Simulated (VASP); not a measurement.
# Mg7V (Fm-3m) in VASP: notebook

Mg7V is run at these levels: PBE; tasks: single point.

Everything below comes from runs of VASP 6.6.1. Logs are shortened: lines on timing, memory, paths and dates and some standing lists are left out, and cuts for length are marked.

## (1) The cell of the first run

The structure is cubic, space group Fm-3m (No. 225). Conventional cell: a = 8.723 Å, b = 8.723 Å, c = 8.723 Å, α = 90.00°, β = 90.00°, γ = 90.00°. Mg (site symmetry m-3m) has 12 Mg at 3.08 Å within 4.1 Å. Within 4.1 Å of Mg (site symmetry mmm) lie 10 Mg at 3.08 Å and 2 V at 3.08 Å. V (site symmetry m-3m) has 12 Mg at 3.08 Å within 4.1 Å.

## (2) Single point, PBE, collinear spin, ferromagnetic start

INCAR

```
ALGO     = Normal         # electronic algorithm
EDIFF    = 1E-6           # SCF threshold, eV
ENCUT    = 520            # plane-wave cutoff, eV
GGA      = PE             # functional
ISIF     = 2              # what is computed and relaxed
ISMEAR   = 0              # smearing method
ISPIN    = 2              # spin polarisation
LASPH    = True           # aspherical terms in the spheres
LCHARG   = False          # write CHGCAR
LMAXMIX  = 4              # l up to which the mixer works
LORBIT   = 11             # projections on sites
LREAL    = False          # projectors in reciprocal space
LWAVE    = False          # write WAVECAR
MAGMOM   = 0 0 0 0 0 0 0 2 # initial moments
NBANDS   = 28             # bands
NELM     = 150            # most SCF steps
PREC     = Accurate       # precision mode
SIGMA    = 0.1            # smearing width, eV
```

KPOINTS

```
k-points
0
Gamma
  4 4 4
```

POSCAR

```
Mg7V
1.0
    0.0000000000      4.3617080000      4.3617080000
    4.3617080000      0.0000000000      4.3617080000
    4.3617080000      4.3617080000      0.0000000000
Mg V
7 1
Direct
    0.5000000000      0.5000000000      0.5000000000
    0.0000000000      0.0000000000      0.5000000000
    0.5000000000      0.0000000000      0.5000000000
    0.0000000000      0.5000000000      0.5000000000
    0.5000000000      0.5000000000      0.0000000000
    0.0000000000      0.5000000000      0.0000000000
    0.5000000000      0.0000000000      0.0000000000
    0.0000000000      0.0000000000      0.0000000000
```

Potentials or basis: VASP PAW PBE potentials, release 64 (Mg, V_sv).

The run is started by

```console
$ cat potpaw_PBE.64/Mg/POTCAR potpaw_PBE.64/V_sv/POTCAR > POTCAR
$ mpirun -np 1 vasp_std > vasp.out
```

OUTCAR:

```text
EDIFF = 1E-6
   ENCUT = 520
   GGA = PE
   ISIF = 2
   ISMEAR = 0
   ISPIN = 2
   LASPH = True
   LORBIT = 11
   LREAL = False
   NELM = 150
   PREC = Accurate

 ion  position               nearest neighbor table
   1  0.500  0.500  0.500-   3 3.08   4 3.08   5 3.08   5 3.08   6 3.08   7 3.08   2 3.08   3 3.08
                             7 3.08   2 3.08   4 3.08   6 3.08
   2  0.000  0.000  0.500-   3 3.08   4 3.08   8 3.08   6 3.08   7 3.08   8 3.08   1 3.08   4 3.08
                             6 3.08   1 3.08   3 3.08   7 3.08
   3  0.500  0.000  0.500-   1 3.08   2 3.08   7 3.08   5 3.08   7 3.08   8 3.08   1 3.08   4 3.08
                             5 3.08   2 3.08   4 3.08   8 3.08
   4  0.000  0.500  0.500-   1 3.08   2 3.08   6 3.08   5 3.08   6 3.08   8 3.08   2 3.08   3 3.08
                             8 3.08   1 3.08   3 3.08   5 3.08
   5  0.500  0.500  0.000-   1 3.08   6 3.08   7 3.08   1 3.08   3 3.08   4 3.08   3 3.08   7 3.08
                             8 3.08   4 3.08   6 3.08   8 3.08
   6  0.000  0.500  0.000-   4 3.08   5 3.08   8 3.08   1 3.08   2 3.08   4 3.08   2 3.08   7 3.08
                             8 3.08   1 3.08   5 3.08   7 3.08
   7  0.500  0.000  0.000-   3 3.08   5 3.08   8 3.08   1 3.08   2 3.08   3 3.08   1 3.08   5 3.08
                             6 3.08   2 3.08   6 3.08   8 3.08
   8  0.000  0.000  0.000-   2 3.08   6 3.08   7 3.08   2 3.08   3 3.08   4 3.08   4 3.08   5 3.08
                             6 3.08   3 3.08   5 3.08   7 3.08

  LATTYP: Found a face centered cubic cell.
 ALAT       =     8.7234160000

  Lattice vectors:

 A1 = (   0.0000000000,   4.3617080000,   4.3617080000)
 A2 = (   4.3617080000,   0.0000000000,   4.3617080000)
 A3 = (   4.3617080000,   4.3617080000,   0.0000000000)

Analysis of symmetry for initial positions (statically):
=====================================================================
 Subroutine PRICEL returns:
 Original cell was already a primitive cell.

 Routine SETGRP: Setting up the symmetry group for a
 face centered cubic supercell.

 Subroutine GETGRP returns: Found 48 space group operations
 (whereof 48 operations were pure point group operations)
 out of a pool of 48 trial point group operations.

The static configuration has the point symmetry O_h .

Analysis of symmetry for dynamics (positions and initial velocities):
=====================================================================
 Subroutine PRICEL returns:
 Original cell was already a primitive cell.

 Routine SETGRP: Setting up the symmetry group for a
 face centered cubic supercell.

 Subroutine GETGRP returns: Found 48 space group operations
[... 157 lines left out ...]
  free energy    TOTEN  =       -18.17844302 eV

  energy without entropy =      -18.15316495  energy(sigma->0) =      -18.16580399

 E-fermi :   3.4572     XC(G=0):  -9.0273

 val. band max:        3.4538114333   @ k =   0.0000   0.0000   0.0000
 cond. band min:       3.4587925256   @ k =   0.2500   0.0000   0.0000
 fundamental gap:      0.0049810923
 Fermi energy:         3.4572268221

 spin component 1

 k-point     1 :       0.0000    0.0000    0.0000
  band No.  band energies     occupation
      1     -61.5225      1.00000
      2     -35.3857      1.00000
      3     -35.3857      1.00000
      4     -35.3857      1.00000
      5      -3.7248      1.00000
      6       1.4593      1.00000
[... 213 lines left out ...]
     24       7.5557      0.00000
     25       7.8707      0.00000
 Fermi energy:         3.4572268221

 spin component 2

 k-point     1 :       0.0000    0.0000    0.0000
  band No.  band energies     occupation
      1     -59.1439      1.00000
      2     -33.0232      1.00000
      3     -33.0232      1.00000
      4     -33.0232      1.00000
      5      -3.6924      1.00000
      6       1.6182      1.00000
[... 213 lines left out ...]
     24       7.8096      0.00000
     25       8.2890      0.00000
 [bands above 25 left out]

------------------------ aborting loop because EDIFF is reached ----------------------------------------

  FORCE on cell =-STRESS in cart. coord.  units (eV):
  Direction    XX          YY          ZZ          XY          YZ          ZX
  --------------------------------------------------------------------------------------
  -------------------------------------------------------------------------------------
  Total        1.9125842      1.9125842      1.9125842      0.0000000      0.0000000      0.0000000
  in kB       18.4642374     18.4642374     18.4642374      0.0000000      0.0000000      0.0000000
  external PRESSURE =      18.4642374 kB  Pullay stress =       0.0000000 kB

 VOLUME and BASIS-vectors are now :
 -----------------------------------------------------------------------------
  energy-cutoff  :      520.00
  volume of cell :      165.96
      direct lattice vectors                 reciprocal lattice vectors
     0.000000000  4.361708000  4.361708000    -0.114633992  0.114633992  0.114633992
     4.361708000  0.000000000  4.361708000     0.114633992 -0.114633992  0.114633992
     4.361708000  4.361708000  0.000000000     0.114633992  0.114633992 -0.114633992

 POSITION                                       TOTAL-FORCE (eV/Angst)
 -----------------------------------------------------------------------------------
      4.36171      4.36171      4.36171        -0.000000     -0.000000     -0.000000
      2.18085      2.18085      0.00000         0.000000     -0.000000     -0.000000
      2.18085      4.36171      2.18085        -0.000000      0.000000      0.000000
      4.36171      2.18085      2.18085        -0.000000      0.000000     -0.000000
      2.18085      2.18085      4.36171         0.000000      0.000000     -0.000000
      2.18085      0.00000      2.18085        -0.000000      0.000000      0.000000
      0.00000      2.18085      2.18085        -0.000000      0.000000     -0.000000
      0.00000      0.00000      0.00000        -0.000000     -0.000000     -0.000000
 -----------------------------------------------------------------------------------
    total drift:                                0.000000     -0.000000     -0.000000

  FREE ENERGIE OF THE ION-ELECTRON SYSTEM (eV)
  ---------------------------------------------------
  free  energy   TOTEN  =       -18.1784430191 eV

  energy  without entropy=      -18.1531649535  energy(sigma->0) =      -18.16580399

 total charge

# of ion       s       p       d       tot
------------------------------------------
    1        0.232   0.129   0.015   0.375
    2        0.217   0.142   0.015   0.374
    3        0.217   0.142   0.015   0.374
    4        0.217   0.142   0.015   0.374
    5        0.217   0.142   0.015   0.374
    6        0.217   0.142   0.015   0.374
    7        0.217   0.142   0.015   0.374
    8        2.214   6.090   2.996  11.300
--------------------------------------------------
tot          3.748   7.070   3.099  13.917

 magnetization (x)

# of ion       s       p       d       tot
------------------------------------------
    1        0.010  -0.013  -0.002  -0.006
    2       -0.012  -0.001   0.000  -0.013
    3       -0.012  -0.001   0.000  -0.013
    4       -0.012  -0.001   0.000  -0.013
    5       -0.012  -0.001   0.000  -0.013
    6       -0.012  -0.001   0.000  -0.013
    7       -0.012  -0.001   0.000  -0.013
    8        0.026   0.020   2.403   2.449
--------------------------------------------------
tot         -0.035  -0.000   2.403   2.367
```

Wall time 4 min (1 thread of Intel Xeon Platinum 8259CL at 2.50GHz (Skylake/Cascade Lake), shared host); peak memory 0.41 GiB.

What came out:

```
Free energy                                           : -18.1784 eV
Pressure                                              : 1.8 GPa
Net moment                                            : 2.60 μB per cell
Site moments                                          : Mg -0.01; V +2.45 μB
Valence electrons inside the program's atomic spheres : Mg 0.38, 0.37 (each value once); V 11.30
```

## (3) Single point, PBE, collinear spin, ferromagnetic start

This run uses another cell than the first one, of 21.63 Å³/atom.

INCAR

```
SYSTEM = Mg7V
  PREC = Accurate
  ENCUT = 520
  EDIFF = 1E-7
  ISMEAR = 0
  SIGMA = 0.1
  LREAL = .FALSE.
  LASPH = .TRUE.
  NELM = 150
  ALGO = Normal
  ISIF = 2
  LWAVE = .FALSE.
  LCHARG = .TRUE.
  ISPIN = 2
  MAGMOM = 0 0 0 0 0 0 0 2.83
  LORBIT = 11
  LMAXMIX = 4
  GGA = PE
  LELF = .TRUE.
  LVHAR = .TRUE.
  NBANDS = 28
```

KPOINTS

```
regular mesh
0
G
  8 8 8
  0 0 0
```

POSCAR: that of step 2 with these lines changed.

```diff
@@ -2,5 +2,5 @@
 1.0
-    0.0000000000      4.3617080000      4.3617080000
-    4.3617080000      0.0000000000      4.3617080000
-    4.3617080000      4.3617080000      0.0000000000
+    0.0000000000      4.4228044586      4.4228044586
+    4.4228044586      0.0000000000      4.4228044586
+    4.4228044586      4.4228044586      0.0000000000
 Mg V
```

Potentials or basis: VASP PAW PBE potentials, release 64 (Mg, V_sv).

The run is started by

```console
$ cat potpaw_PBE.64/Mg/POTCAR potpaw_PBE.64/V_sv/POTCAR > POTCAR
$ mpirun -np 1 vasp_std > vasp.out
```

It took 12 min on 1 thread of Intel Xeon Platinum 8259CL at 2.50GHz (Skylake/Cascade Lake), shared host; peak memory 0.53 GiB.

It converged, with:

```yaml
Free_energy: -17.9770 eV
Pressure: -1.7 GPa
Net_moment: 0.00 μB per cell
Valence_electrons_inside_the_program's_atomic_spheres: Mg 0.35, 0.36 (each value once); V 11.23
```

Levels at points of the mesh, in eV from the Fermi level:
Spin up:
```
           k point  band 10  band 11  band 12  band 13  band 14  band 15  band 16  band 17
(0.00, 0.00, 0.00)    -1.28    -1.28    -1.28    -0.54    -0.33    -0.33     0.36     0.36
(0.50, 0.00, 0.00)    -1.51    -1.33    -1.33    -0.17    -0.17     0.81     0.95     0.95
(0.50, 0.50, 0.00)    -2.73    -0.13    -0.13    -0.01     0.61     0.79     2.13     2.13
```
Spin down:
```csv
k point,band 11,band 12,band 13,band 14,band 15,band 16
"(0.00, 0.00, 0.00)",-1.28,-1.28,-0.54,-0.33,-0.33,0.36
"(0.50, 0.00, 0.00)",-1.33,-1.33,-0.17,-0.17,0.81,0.95
"(0.50, 0.50, 0.00)",-0.13,-0.13,-0.01,0.61,0.79,2.13
```
